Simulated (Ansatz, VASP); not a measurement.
**ZnCu2: VASP beside Ansatz**

```
Zn Cu
1.0
     2.48737    0.00000    0.00000
    -1.24369    2.15413    0.00000
     0.00000    0.00000   20.06190
Zn Cu
1 2
Direct
  0.16667 0.33333 0.40025
  0.50000 0.00000 0.50000
  0.83333 0.66667 0.59975
```

Alike in both runs: task single point; functional LDA; k mesh 17 × 17 × 1; occupations fermi-dirac, width 0.05 eV; no spin polarisation.

|  | VASP | Ansatz |
| --- | --- | --- |
| version | VASP 6.6.1 | Ansatz 0.2.0 |
| potentials or method | VASP PAW LDA potentials, release 64 (Zn, Cu) | PAW with Ansatz's default frozen-core files, scalar-relativistic |
| plane-wave cutoff (eV) | 520 | 420 |
| valence electrons in the cell | 34 | 50 |

```tsv
	VASP	Ansatz	Ansatz less VASP
rms of the force components (eV/Å)	0.348	0.331	-0.0175
```

LDA's correlation is that of Perdew and Zunger in VASP and of Perdew and Wang (1992) in Ansatz. Atom by atom the forces differ by 0.020 eV/Å (rms over components). VASP's potentials hold 34 valence electrons a cell and Ansatz's 50, so a difference there can come from the potentials and not from the codes.
